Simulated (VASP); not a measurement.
Set up this calculation in VASP 6.6.1, as the native input.

```yaml
Task: single point
Functional: RPBE
Dispersion: D3(BJ)
Potentials_or_basis: VASP PAW PBE potentials, release 64 (Sb)
Cutoff: 520 eV
k_mesh: 10 × 10 × 10
Occupations: fermi-dirac, width 0.05 eV
Spin: no spin polarisation
Dipole_correction: no
Further_INCAR_settings: ALGO = Normal; EDIFF = 1e-06; NBANDS = 8
```

The structure of Sb lies in POSCAR:

```
Sb
1.0
   -1.7042230406      1.7042230406      1.7042230406
    1.7042230406     -1.7042230406      1.7042230406
    1.7042230406      1.7042230406     -1.7042230406
Sb
1
Direct
    0.0000000000      0.0000000000      0.0000000000
```

The input as run:

INCAR

```
PREC     = Accurate       # precision mode
ENCUT    = 520            # plane-wave cutoff, eV
EDIFF    = 1E-6           # SCF threshold, eV
ISMEAR   = -1             # smearing method
SIGMA    = 0.05           # smearing width, eV
LREAL    = F              # projectors in reciprocal space
LASPH    = T              # aspherical terms in the spheres
NELM     = 80             # most SCF steps
ALGO     = Normal         # electronic algorithm
ISIF     = 2              # what is computed and relaxed
LWAVE    = F              # write WAVECAR
LCHARG   = F              # write CHGCAR
GGA      = RP             # functional
IVDW     = 12             # dispersion correction
NBANDS   = 8              # bands
```

KPOINTS

```
Automatic mesh
0
Gamma
  10 10 10
```

Potentials or basis: VASP PAW PBE potentials, release 64 (Sb).

Command:

```bash
$ cat potpaw_PBE.64/Sb/POTCAR > POTCAR
$ mpirun -np 1 vasp_std > vasp.out
```

It gave:

```yaml
Pressure: -0.1 GPa
Dispersion_energy_per_atom: -3.867 eV
```

Caveat: the PAW data sets were made with another functional, which shifts forces and pressure a little; pairwise dispersion overbinds metals, which lowers pressure and volume.

Wall time 5.5 s on 1 thread of AMD EPYC 7R13 Processor (Zen 3) (shared host), peak memory 0.12 GiB.
